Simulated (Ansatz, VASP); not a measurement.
# Two plane-wave programs on Cd3Hg2S5

INCAR

```
SYSTEM = Cd3Hg2S5
ALGO = Normal
EDIFF = 1E-6
ENCUT = 520
GGA = PE
ISIF = 2
ISMEAR = 0
LASPH = .TRUE.
LCHARG = .TRUE.
LELF = .TRUE.
LREAL = .FALSE.
LVHAR = .TRUE.
LWAVE = .FALSE.
NBANDS = 56
NELM = 100
PREC = Accurate
SIGMA = 0.2
```

File KPOINTS:

```
k-points
0
G
  6 6 6
  0 0 0
```

Contents of POSCAR:

```
Cd3Hg2S5
1.0
   -2.1053002941      3.6464870745      0.0000000000
   -4.2106005881      0.0000000000      0.0000000000
   -2.1053002941      1.2154956915     17.1696223260
Cd Hg S
3 2 5
Direct
    0.0003638466      0.0003638466      0.9989084601
    0.3999358504      0.3999358504      0.8001924488
    0.7993912248      0.7993912248      0.6018263255
    0.1996967045      0.1996967045      0.4009098864
    0.6004927176      0.6004927176      0.1985218471
    0.0502740949      0.0502740949      0.8491777152
    0.4497976627      0.4497976627      0.6506070119
    0.8492599928      0.8492599928      0.4522200215
    0.2499448497      0.2499448497      0.2501654510
    0.6508430559      0.6508430559      0.0474708324
```

Input for Ansatz:

```yaml
crystal:
  lattice:
    - [-2.1053002941, 3.6464870745, 0.0]
    - [-4.2106005881, 0.0, 0.0]
    - [-2.1053002941, 1.2154956915, 17.169622326]
  atoms:
    - { symbol: Cd, position: [0.0003638466, 0.0003638466, 0.9989084601] }
    - { symbol: Cd, position: [0.3999358504, 0.3999358504, 0.8001924488] }
    - { symbol: Cd, position: [0.7993912248, 0.7993912248, 0.6018263255] }
    - { symbol: Hg, position: [0.1996967045, 0.1996967045, 0.4009098864] }
    - { symbol: Hg, position: [0.6004927176, 0.6004927176, 0.1985218471] }
    - { symbol: S, position: [0.0502740949, 0.0502740949, 0.8491777152] }
    - { symbol: S, position: [0.4497976627, 0.4497976627, 0.6506070119] }
    - { symbol: S, position: [0.8492599928, 0.8492599928, 0.4522200215] }
    - { symbol: S, position: [0.2499448497, 0.2499448497, 0.250165451] }
    - { symbol: S, position: [0.6508430559, 0.6508430559, 0.0474708324] }
basis:
  ecutwfc: 420
kpoints:
  mp_grid: { grid: [6, 6, 6] }
hamiltonian:
  xc: pbe
scf:
  occupations: { method: gaussian, width: 0.2 }
  lower_state_search: "off"
output:
  forces: true
  stress: true
  eigenvalues: true
```

Alike in both runs: task single point; functional PBE; k mesh 6 × 6 × 6; occupations gaussian, width 0.2 eV; no spin polarisation.

|  | VASP | Ansatz |
| --- | --- | --- |
| version | VASP 6.6.1 | Ansatz 0.2.0 |
| potentials or method | VASP PAW PBE potentials, release 64 (Cd, Hg, S), cutoff 520 eV | scalar-relativistic, plane waves, PAW |
| valence electrons in the cell | 90 | 130 |

Ansatz gave:

| Quantity | Value |
| --- | --- |
| pressure (GPa) | 0.0 |

Problem. Which values does VASP return?

Solution. Pressure (GPa): 0.3.

With one functional, cell and mesh, what is left measures potentials, basis and numerics. VASP's potentials hold 90 valence electrons a cell and Ansatz's 130, so a difference there can come from the potentials and not from the codes.

Neither program's run includes spin-orbit coupling.
